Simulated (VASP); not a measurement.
# BaTe (P4/mmm) in VASP: notebook, part 2 of 2

VASP 6.6.1. Earlier steps stand in the parts before.

## (5) Single point, LDA (strain +0.000 along x and y, +0.050 along z)

INCAR

```
SYSTEM = BaTe
PREC = Accurate
ENCUT = 520
EDIFF = 1E-6
ISMEAR = 0
SIGMA = 0.05
LREAL = .FALSE.
LASPH = .TRUE.
NELM = 100
ALGO = Normal
ISIF = 2
LWAVE = .FALSE.
LCHARG = .FALSE.
GGA = CA
NBANDS = 15
```

KPOINTS

```
Automatic mesh
0
G
  6 6 6
  0 0 0
```

POSCAR

```
BaTe
1.0
    4.2624660000      0.0000000000      0.0000000000
    0.0000000000      4.2624660000      0.0000000000
    0.0000000000      0.0000000000      4.4755893000
Ba Te
1 1
Direct
    0.0000000000      0.0000000000      0.0000000000
    0.5000000000      0.5000000000      0.5000000000
```

Run with:

```console
cat potpaw_LDA.64/Ba_sv/POTCAR potpaw_LDA.64/Te/POTCAR > POTCAR
mpirun -np 1 vasp_std > vasp.out
```

Wall time 16 s (1 thread of Intel Xeon Platinum 8488C (Sapphire Rapids), shared host); peak memory 0.19 GiB.

Results (log left out):

```
Free energy            : -9.2007 eV
Pressure               : -4.0 GPa
Band gap on the k mesh : 0.58 eV, indirect (least direct gap 0.67 eV)
```

Stress tensor (GPa, compression positive):
```
-2.87  0.00  0.00
 0.00 -2.87  0.00
 0.00  0.00 -6.14
```

Levels at points of the mesh, in eV from the valence-band top:
```csv
k point,band 4,band 5,band 6,band 7,band 8,band 9,band 10,band 11,band 12,band 13
"(0.00, 0.00, 0.00)",-13.30,-10.40,-0.75,-0.36,-0.36,0.58,0.64,1.81,4.16,4.16
"(0.50, 0.00, 0.00)",-13.26,-9.75,-3.36,-1.22,-0.74,1.40,4.31,4.56,4.65,4.85
"(0.50, 0.50, 0.00)",-13.24,-9.83,-2.07,-2.07,-0.34,0.90,1.91,2.46,2.46,5.96
"(0.00, 0.00, 0.50)",-13.27,-9.80,-3.40,-0.82,-0.82,1.24,4.14,4.48,4.72,4.82
"(0.50, 0.00, 0.50)",-13.23,-9.92,-2.16,-2.02,0.00,0.67,2.38,2.74,2.95,5.50
"(0.50, 0.50, 0.50)",-13.47,-9.56,-2.84,-2.84,-2.83,4.26,4.41,4.41,5.62,5.72
```

Caveat: the cell differs from its parent crystal (strain +0.000 along x and y, +0.050 along z); spin-orbit coupling is left out, which moves the levels of the heavy elements. A k mesh can miss the band edges.

## (6) Single point, LDA (strain +0.025 along x and y, +0.000 along z)

Changes to INCAR since step 5:

```diff
@@ -13,3 +13,2 @@
 LCHARG = .FALSE.
-GGA = CA
 NBANDS = 15
```

KPOINTS is that of step 5.

POSCAR

```
BaTe
1.0
    4.3690276500      0.0000000000      0.0000000000
    0.0000000000      4.3690276500      0.0000000000
    0.0000000000      0.0000000000      4.2624660000
Ba Te
1 1
Direct
    0.0000000000      0.0000000000      0.0000000000
    0.5000000000      0.5000000000      0.5000000000
```

Potentials or basis: VASP PAW LDA potentials, release 64 (Ba_sv, Te).

Run with:

```console
cat potpaw_LDA.64/Ba_sv/POTCAR potpaw_LDA.64/Te/POTCAR > POTCAR
mpirun -np 1 vasp_std > vasp.out
```

OUTCAR:

```text
SYSTEM = BaTe
   PREC = Accurate
   ENCUT = 520
   EDIFF = 1E-6
   ISMEAR = 0
   LREAL = .FALSE.
   LASPH = .TRUE.
   NELM = 100
   ISIF = 2

 ion  position               nearest neighbor table
   1  0.000  0.000  0.000-   2 3.75   2 3.75   2 3.75   2 3.75   2 3.75   2 3.75   2 3.75   2 3.75

   2  0.500  0.500  0.500-   1 3.75   1 3.75   1 3.75   1 3.75   1 3.75   1 3.75   1 3.75   1 3.75

  LATTYP: Found a simple tetragonal cell.
 ALAT       =     4.3690276500
 C/A-ratio  =     0.9756097561

  Lattice vectors:

[... 620 lines left out ...]

  FORCE on cell =-STRESS in cart. coord.  units (eV):
  Direction    XX          YY          ZZ          XY          YZ          ZX
  --------------------------------------------------------------------------------------
  -------------------------------------------------------------------------------------
  Total       -2.3033214     -2.3033214     -1.4557672      0.0000000      0.0000000      0.0000000
  in kB      -45.3559852    -45.3559852    -28.6663230      0.0000000      0.0000000      0.0000000
  external PRESSURE =     -39.7927644 kB  Pullay stress =       0.0000000 kB

 VOLUME and BASIS-vectors are now :
 -----------------------------------------------------------------------------
  energy-cutoff  :      520.00
  volume of cell :       81.36
      direct lattice vectors                 reciprocal lattice vectors
     4.369027650  0.000000000  0.000000000     0.228883880  0.000000000  0.000000000
     0.000000000  4.369027650  0.000000000     0.000000000  0.228883880  0.000000000
     0.000000000  0.000000000  4.262466000     0.000000000  0.000000000  0.234605977

 POSITION                                       TOTAL-FORCE (eV/Angst)
 -----------------------------------------------------------------------------------
      0.00000      0.00000      0.00000         0.000000      0.000000      0.000000
      2.18451      2.18451      2.13123         0.000000      0.000000      0.000000
 -----------------------------------------------------------------------------------
    total drift:                                0.000000      0.000000     -0.000000

  FREE ENERGIE OF THE ION-ELECTRON SYSTEM (eV)
  ---------------------------------------------------
  free  energy   TOTEN  =        -9.2195359088 eV

  energy  without entropy=       -9.2195359088  energy(sigma->0) =       -9.21953591
```

stdout:

```text
POSCAR found type information on POSCAR BaTe
 POSCAR found :  2 types and       2 ions
 scaLAPACK will be used
 LDA part: xc-table for (Slater(with rela. corr.)+CA(PZ))
 , standard interpolation
 POSCAR, INCAR and KPOINTS ok, starting setup
 FFT: planning ... GRIDC
 FFT: planning ... GRID_SOFT
 FFT: planning ... GRID
 WAVECAR not read
 entering main loop
```

Run time: 13 s. Hardware: 1 thread of Intel Xeon Platinum 8488C (Sapphire Rapids), shared host; peak memory 0.18 GiB.

Results:

```yaml
Free_energy: -9.2195 eV
Pressure: -4.0 GPa
Band_gap_on_the_k_mesh: 0.64 eV, indirect (least direct gap 0.68 eV)
```

Stress tensor (GPa, compression positive):
```
-4.54  0.00  0.00
 0.00 -4.54  0.00
 0.00  0.00 -2.87
```

Levels at points of the mesh, in eV from the valence-band top:
```tsv
k point	band 4	band 5	band 6	band 7	band 8	band 9	band 10	band 11	band 12	band 13
(0.00, 0.00, 0.00)	-13.29	-10.39	-0.56	-0.56	-0.35	0.64	0.64	1.78	4.15	4.31
(0.50, 0.00, 0.00)	-13.25	-9.77	-3.37	-1.03	-0.77	1.33	4.42	4.42	4.64	4.81
(0.50, 0.50, 0.00)	-13.22	-9.92	-2.08	-2.08	0.00	0.68	2.40	2.86	2.86	5.67
(0.00, 0.00, 0.50)	-13.25	-9.74	-3.36	-0.98	-0.98	1.43	4.45	4.56	4.64	4.71
(0.50, 0.00, 0.50)	-13.22	-9.87	-2.11	-2.04	-0.17	0.80	2.16	2.60	2.71	5.78
(0.50, 0.50, 0.50)	-13.51	-9.56	-2.84	-2.83	-2.83	4.34	4.34	4.42	5.74	5.74
```

Caveat: the cell differs from its parent crystal (strain +0.025 along x and y, +0.000 along z); spin-orbit coupling is left out, which moves the levels of the heavy elements. A k mesh can miss the band edges.

## (7) The runs side by side

| cell | gap on the mesh (eV) | pressure (GPa) |
| --- | --- | --- |
| a = 4.156, b = 4.156, c = 4.369 Å, 2 atoms | 0.40 | -2.1 |
| a = 4.262, b = 4.262, c = 4.369 Å, 2 atoms | 0.63 | -3.5 |
| a = 4.369, b = 4.369, c = 4.156 Å, 2 atoms | 0.42 | -3.4 |
| a = 4.262, b = 4.262, c = 4.476 Å, 2 atoms | 0.58 | -4.0 |
| a = 4.369, b = 4.369, c = 4.262 Å, 2 atoms | 0.64 | -4.0 |

Alike in all rows: task single point; level LDA; potentials or basis VASP PAW LDA potentials, release 64 (Ba_sv, Te); no spin polarisation; k mesh 6 × 6 × 6; cutoff (eV) 520; smearing gaussian 0.05 eV.

Caveats: spin-orbit coupling is left out, which moves the levels of the heavy elements.

Total energies depend on the potentials used, so only differences within one code and one set of settings carry meaning.
